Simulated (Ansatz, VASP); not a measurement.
## O in VASP and in Ansatz

```
O
1.0
    12.00000    0.00000    0.00000
     0.00000   12.30000    0.00000
     0.00000    0.00000   12.60000
O
2
Direct
  0.50000 0.50000 0.45198
  0.50000 0.50000 0.54802
```

Alike in both runs: task single point; functional PBEsol; k mesh 1 × 1 × 1; occupations fermi-dirac, width 0.01 eV; non-collinear spin, spin-orbit coupling.

|  | VASP | Ansatz |
| --- | --- | --- |
| version | VASP 6.6.1 | Ansatz 0.2.0 |
| potentials or method | VASP PAW PBE potentials, release 64 (O), cutoff 520 eV | plane waves (420 eV) with PAW, fully relativistic with spin-orbit coupling |
| valence electrons in the cell | 12 | 12 |

|  | VASP | Ansatz | Ansatz less VASP |
| --- | --- | --- | --- |
| net moment per atom (μB) | 1.00 | 1.00 | 0.000 |

VASP's potentials were made for PBE, not for PBEsol, and Ansatz warns of the same on its side. The functional is the same, so the differences come from potentials, cutoffs and numerics.

Noted on VASP's run: the standard files for N, O and F lose accuracy on very short bonds.
